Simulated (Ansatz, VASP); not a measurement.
## Two plane-wave programs on TiSnTe3

```
Ti Sn Te
1.0
     4.21076    0.00000    0.00000
     0.00000    4.21076    0.00000
     0.00000    0.00000   11.45483
Ti Sn Te
1 1 3
Direct
  0.00000 0.00000 0.00000
  0.00000 0.00000 0.50000
  0.00000 0.00000 0.77890
  0.00000 0.00000 0.22110
  0.50000 0.50000 0.50000
```

Alike in both runs: functional PBE; k mesh 10 × 10 × 4; occupations gaussian, width 0.1 eV; collinear spin.

Ansatz relaxed the structure, and its values are those at the end. VASP's run is a single point on that final structure, the one shown.

```csv
,VASP,Ansatz
version,VASP 6.6.1,Ansatz 0.2.0
potentials or method,"VASP PAW PBE potentials, release 64 (Ti_sv, Sn_d, Te), cutoff 500 eV","scalar-relativistic, plane waves, PAW"
valence electrons in the cell,44,74
```

```tsv
	VASP	Ansatz	Ansatz less VASP
gap on the k mesh at the Fermi level (eV)	none	none	-
pressure (GPa)	-0.1	0.0	+0.06
rms of the force components (eV/Å)	0.004	0.000	-0.0035
net moment per atom (μB)	0.14	0.14	+0.004
size of the moment on the site where the two differ most (μB)	1.00	0.95	-0.053
```

Site moments also hang on the region over which each program counts them. A gap of «none» marks a metal or a gap that the smearing closes. VASP's potentials hold 44 valence electrons a cell and Ansatz's 74, so a difference there can come from the potentials and not from the codes.

Neither program's run includes spin-orbit coupling.
